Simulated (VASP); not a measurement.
# Be (P4_2/m) in VASP: single point with PBEsol

Aim: the single point of Be with PBEsol.

Everything below comes from runs of VASP 6.6.1. Logs are shortened: lines on timing, memory, paths and dates and some standing lists are left out, and cuts for length are marked.

## Step 1: The cell of the first run

The structure is tetragonal, space group P4_2/m (No. 84). Conventional cell: a = 3.819 Å, b = 3.819 Å, c = 2.188 Å, α = 90.00°, β = 90.00°, γ = 90.00°. Be (site symmetry m) has 12 Be at 1.79 to 2.59 Å within 2.6 Å.

## Step 2: Single point, PBEsol (strained and its atoms moved)

File INCAR:

```
ALGO = Normal
EDIFF = 1E-6
ENCUT = 520
GGA = PS
ISIF = 2
ISMEAR = 0
LASPH = True
LCHARG = True
LELF = True
LREAL = False
LVHAR = True
LWAVE = False
NBANDS = 12
NELM = 80
PREC = Accurate
SIGMA = 0.1
```

File KPOINTS:

```
k-points
0
Gamma
  10 10 16
```

File POSCAR:

```
Be
1.0
    3.8187528288      0.0000000000      0.0000000000
    0.0000000000      3.8187528288      0.0000000000
    0.0000000000      0.0000000000      2.1882037760
Be
4
Direct
    0.3101622946      0.3629010076      0.0000000000
    0.6898377054      0.6370989924      0.0000000000
    0.1370989924      0.8101622946      0.5000000000
    0.8629010076      0.1898377054      0.5000000000
```

Potentials or basis: VASP PAW PBE potentials, release 64 (Be).

Run with:

```console
cat potpaw_PBE.64/Be/POTCAR > POTCAR
mpirun -np 1 vasp_std > vasp.out
```

OUTCAR:

```text
EDIFF = 1E-6
   ENCUT = 520
   GGA = PS
   ISIF = 2
   ISMEAR = 0
   LASPH = True
   LREAL = False
   NELM = 80
   PREC = Accurate

 ion  position               nearest neighbor table
   1  0.310  0.363  0.000-   2 1.79   3 2.13   4 2.13   3 2.13   4 2.13
   2  0.690  0.637  0.000-   1 1.79   3 2.13   4 2.13   3 2.13   4 2.13
   3  0.137  0.810  0.500-   4 1.79   2 2.13   1 2.13   1 2.13   2 2.13
   4  0.863  0.190  0.500-   3 1.79   2 2.13   1 2.13   1 2.13   2 2.13

  LATTYP: Found a simple tetragonal cell.
 ALAT       =     3.8187528288
 C/A-ratio  =     0.5730152943

  Lattice vectors:

 A1 = (   3.8187528288,   0.0000000000,   0.0000000000)
 A2 = (   0.0000000000,   3.8187528288,   0.0000000000)
 A3 = (   0.0000000000,   0.0000000000,   2.1882037760)

Analysis of symmetry for initial positions (statically):
=====================================================================
 Subroutine PRICEL returns:
 Original cell was already a primitive cell.

 Routine SETGRP: Setting up the symmetry group for a
 simple tetragonal supercell.

 Subroutine GETGRP returns: Found  8 space group operations
 (whereof  4 operations were pure point group operations)
 out of a pool of 16 trial point group operations.

The static configuration has the point symmetry C_2h.
 The point group associated with its full space group is C_4h.

Analysis of symmetry for dynamics (positions and initial velocities):
=====================================================================
 Subroutine PRICEL returns:
 Original cell was already a primitive cell.

 Routine SETGRP: Setting up the symmetry group for a
 simple tetragonal supercell.

 Subroutine GETGRP returns: Found  8 space group operations
 (whereof  4 operations were pure point group operations)
 out of a pool of 16 trial point group operations.

The dynamic configuration has the point symmetry C_2h.
 The point group associated with its full space group is C_4h.

 Subroutine INISYM returns: Found  8 space group operations
 (whereof  4 operations are pure point group operations),
 and found     1 'primitive' translations

----------------------------------------------------------------------------------------

                                     Primitive cell

  volume of cell :      31.9103

  direct lattice vectors                    reciprocal lattice vectors
     3.818752829  0.000000000  0.000000000     0.261865600  0.000000000  0.000000000
     0.000000000  3.818752829  0.000000000     0.000000000  0.261865600  0.000000000
     0.000000000  0.000000000  2.188203776     0.000000000  0.000000000  0.456995830

  length of vectors
     3.818752829  3.818752829  2.188203776     0.261865600  0.261865600  0.456995830

  position of ions in fractional coordinates (direct lattice)
     0.310162295  0.362901008  0.000000000
     0.689837705  0.637098992  0.000000000
     0.137098992  0.810162295  0.500000000
     0.862901008  0.189837705  0.500000000

  ion indices of the primitive-cell ions
   primitive index   ion index
                 1           1
                 2           2
                 3           3
                 4           4

----------------------------------------------------------------------------------------

 KPOINTS: k-points

Automatic generation of k-mesh.
 Grid dimensions read from file:
 generate k-points for:   10   10   16

 Generating k-lattice:

  Cartesian coordinates                     Fractional coordinates (reciprocal lattice)
     0.026186560  0.000000000  0.000000000     0.100000000  0.000000000  0.000000000
     0.000000000  0.026186560  0.000000000     0.000000000  0.100000000  0.000000000
     0.000000000  0.000000000  0.028562239     0.000000000  0.000000000  0.062500000

  Length of vectors
     0.026186560  0.026186560  0.028562239

  Shift w.r.t. Gamma in fractional coordinates (k-lattice)
     0.000000000  0.000000000  0.000000000

 Subroutine IBZKPT returns following result:
 ===========================================

 Found    243 irreducible k-points:

 Following reciprocal coordinates:
            Coordinates               Weight
  0.000000  0.000000  0.000000      1.000000
  0.100000  0.000000  0.000000      4.000000
  0.200000  0.000000  0.000000      4.000000
  0.300000  0.000000  0.000000      4.000000
  0.400000  0.000000  0.000000      4.000000
  0.500000  0.000000  0.000000      2.000000
[... 16 lines left out ...]
 -0.400000  0.300000  0.000000      4.000000
  0.500000  0.300000  0.000000      4.000000
 [... further k-points ...]
   k-points           NKPTS =    243   k-points in BZ     NKDIM =    243   number of bands    NBANDS=     12
   number of dos      NEDOS =    301   number of ions     NIONS =      4
   total plane-waves  NPLWV =  12544
   dimension x,y,z NGX =    28 NGY =   28 NGZ =   16
   dimension x,y,z NGXF=    56 NGYF=   56 NGZF=   32
   ions per type =               4
   NGX,Y,Z   is equivalent  to a cutoff of  12.19, 12.19, 12.16 a.u.
   NGXF,Y,Z  is equivalent  to a cutoff of  24.38, 24.38, 24.31 a.u.
 SYSTEM =  unknown system
   PREC   = accura    normal or accurate (medium, high low for compatibility)
   ISTART =      0    job   : 0-new  1-cont  2-samecut
   ICHARG =      2    charge: 1-file 2-atom 10-const
   ISPIN  =      1    spin polarized calculation?
   LNONCOLLINEAR =      F non collinear calculations
   LSORBIT =      F    spin-orbit coupling
   LASPH  =      T    aspherical Exc in radial PAW
   ENCUT  =  520.0 eV  38.22 Ry    6.18 a.u.   7.10  7.10  4.07*2*pi/ulx,y,z
   NELM   =     80;   NELMIN=  2; NELMDL= -5     # of ELM steps
   EDIFF  = 0.1E-05   stopping-criterion for ELM
   LREAL  =      F    real-space projection
   EDIFFG = 0.1E-04   stopping-criterion for IOM
   NSW    =      0    number of steps for IOM
   IBRION =     -1    ionic relax: 0-MD 1-quasi-New 2-CG
   NFREE  =      0    steps in history (QN), initial steepest desc. (CG)
   ISIF   =      2    stress and relaxation
   ISYM   =      2    0-nonsym 1-usesym 2-fastsym
   POTIM  = 0.5000    time-step for ionic-motion
   TEBEG  =    0.0;   TEEND  =   0.0 temperature during run
   PSTRESS=    0.0 pullay stress
   NELECT =       8.0000    total number of electrons
   NUPDOWN=      -1.0000    fix difference up-down
   EMIN   =  10.00;   EMAX   =-10.00  energy-range for DOS
   EFERMI =   0.00;   METHOD = LEGACY
   ISMEAR =     0;   SIGMA  =   0.10  broadening in eV -4-tet -1-fermi 0-gaus
   EFERMI_NEDOS =   21; number of points for ismear=-14 and -15
   IALGO  =     38    algorithm
   IMIX   =      4    mixing-type and parameters
     AMIX     =   0.40;   BMIX     =  1.00
     AMIX_MAG =   1.60;   BMIX_MAG =  1.00
  volume/ion in A,a.u.               =       7.98        53.84
  Fermi-wavevector in a.u.,A,eV,Ry     =   1.032273  1.950713 14.498197  1.065587
  Thomas-Fermi vector in A             =   2.166462
   LORBIT       =      0    0 simple, 1 ext, 2 COOP (PROOUT), +10 PAW based schemes
   GGA     = PS    functional components
   LHFCALC =     F    Hartree Fock is set to
   AEXX    =    0.0000 exact exchange contribution
   IVDW    =     0    specifies the selected vdW correction
   LEPSILON=     F    determine dielectric tensor
   LRPA    =     F    only Hartree local field effects (RPA)
 non-spin polarized calculation
 Gauss-broadening in eV      SIGMA  =   0.10
  energy-cutoff  :      520.00
  volume of cell :       31.91
 maximum number of plane-waves:       880
   NGX = 15   NGY = 15   NGZ =  9

 number of electron       8.0000000 magnetization

 Free energy of the ion-electron system (eV)
  ---------------------------------------------------
  ext. energy  EPLUGINS =         0.00000000
  ---------------------------------------------------
  free energy    TOTEN  =       -14.50916124 eV

  energy without entropy =      -14.50717798  energy(sigma->0) =      -14.50816961

 E-fermi :   6.4715     XC(G=0): -10.5236

 val. band max:        6.4604616890   @ k =   0.1000   0.0000   0.3750
 cond. band min:       6.4887578674   @ k =   0.2000   0.0000   0.3750
 fundamental gap:      0.0282961785
 Fermi energy:         6.4714511781

 k-point     1 :       0.0000    0.0000    0.0000
  band No.  band energies     occupation
      1      -4.4112      2.00000
      2       1.4500      2.00000
      3       2.8920      2.00000
      4       4.2236      2.00000
      5       4.2236      2.00000
      6      11.7839      0.00000
      7      13.0395      0.00000
      8      13.0395      0.00000
      9      14.4983      0.00000
     10      17.6489      0.00000
     11      24.9406      0.00000
     12      24.9464      0.00000

 k-point     2 :       0.1000    0.0000    0.0000
  band No.  band energies     occupation
      1      -4.3377      2.00000
      2       1.1719      2.00000
      3       2.4428      2.00000
      4       4.2176      2.00000
      5       5.0717      2.00000
      6      10.9761      0.00000
      7      12.4897      0.00000
      8      13.9913      0.00000
      9      15.3039      0.00000
     10      17.7348      0.00000
     11      24.0542      0.00000
     12      24.8375      0.00000

 k-point     3 :       0.2000    0.0000    0.0000
  band No.  band energies     occupation
      1      -4.1178      2.00000
      2       0.2939      2.00000
      3       2.3240      2.00000
      4       4.1896      2.00000
      5       6.3365      1.94368
      6       9.9906      0.00000
      7      11.8883      0.00000
      8      15.3313      0.00000
      9      16.7498      0.00000
     10      17.9897      0.00000
     11      22.9829      0.00000
     12      23.7531      0.00000
[... 286 lines left out ...]
 k-point    23 :      -0.4000    0.3000    0.0000
  band No.  band energies     occupation
      1      -2.6211      2.00000
      2      -1.0081      2.00000
      3       0.3837      2.00000
      4       2.0191      2.00000
      5      10.9594      0.00000
      6      12.0092      0.00000
      7      13.2774      0.00000
      8      16.5596      0.00000
      9      18.0327      0.00000
     10      19.6751      0.00000
     11      21.3459      0.00000
     12      21.6829      0.00000

 k-point    24 :       0.5000    0.3000    0.0000
  band No.  band energies     occupation
      1      -2.2324      2.00000
      2      -1.5197      2.00000
      3       0.6493      2.00000
      4       1.6239      2.00000
      5      11.0535      0.00000
      6      12.6607      0.00000
      7      13.6583      0.00000
      8      15.9162      0.00000
      9      19.0173      0.00000
     10      20.0681      0.00000
     11      20.8680      0.00000
     12      20.9072      0.00000

 [... further k-points ...]
[... 5 lines left out ...]
  --------------------------------------------------------------------------------------
  -------------------------------------------------------------------------------------
  Total        3.2109289      3.2109289      0.2720834      0.0000003      0.0000000      0.0000000
  in kB      161.2168401    161.2168401     13.6609765      0.0000168      0.0000000      0.0000000
  external PRESSURE =     112.0315523 kB  Pullay stress =       0.0000000 kB

 VOLUME and BASIS-vectors are now :
 -----------------------------------------------------------------------------
  energy-cutoff  :      520.00
  volume of cell :       31.91
      direct lattice vectors                 reciprocal lattice vectors
     3.818752829  0.000000000  0.000000000     0.261865600  0.000000000  0.000000000
     0.000000000  3.818752829  0.000000000     0.000000000  0.261865600  0.000000000
     0.000000000  0.000000000  2.188203776     0.000000000  0.000000000  0.456995830

 POSITION                                       TOTAL-FORCE (eV/Angst)
 -----------------------------------------------------------------------------------
      1.18443      1.38583      0.00000        -1.429477     -2.650863      0.000000
      2.63432      2.43292      0.00000         1.429477      2.650863      0.000000
      0.52355      3.09381      1.09410         2.650863     -1.429477     -0.000000
      3.29521      0.72494      1.09410        -2.650863      1.429477      0.000000
 -----------------------------------------------------------------------------------
    total drift:                               -0.000000      0.000000     -0.000000

  FREE ENERGIE OF THE ION-ELECTRON SYSTEM (eV)
  ---------------------------------------------------
  free  energy   TOTEN  =       -14.5091612430 eV

  energy  without entropy=      -14.5071779820  energy(sigma->0) =      -14.50816961
```

Wall time 21 s (1 thread of Intel Xeon 6975P-C (Granite Rapids), shared host); peak memory 0.18 GiB.

Results:

```
Free energy            : -14.5092 eV
Pressure               : 11.2 GPa
Largest force          : 3.012 eV/Å
Band gap on the k mesh : zero (bands 4 and 5 overlap by 3.41 eV)
```

Forces in eV/Å, atoms in the order of the input:
```
Be  -1.429 -2.651  0.000
Be   1.429  2.651  0.000
Be   2.651 -1.429  0.000
Be  -2.651  1.429  0.000
```

Caveat: the cell differs from its parent crystal (strained and its atoms moved); the cell stands under pressure; the PAW data sets were made with another functional, which shifts forces and pressure a little.
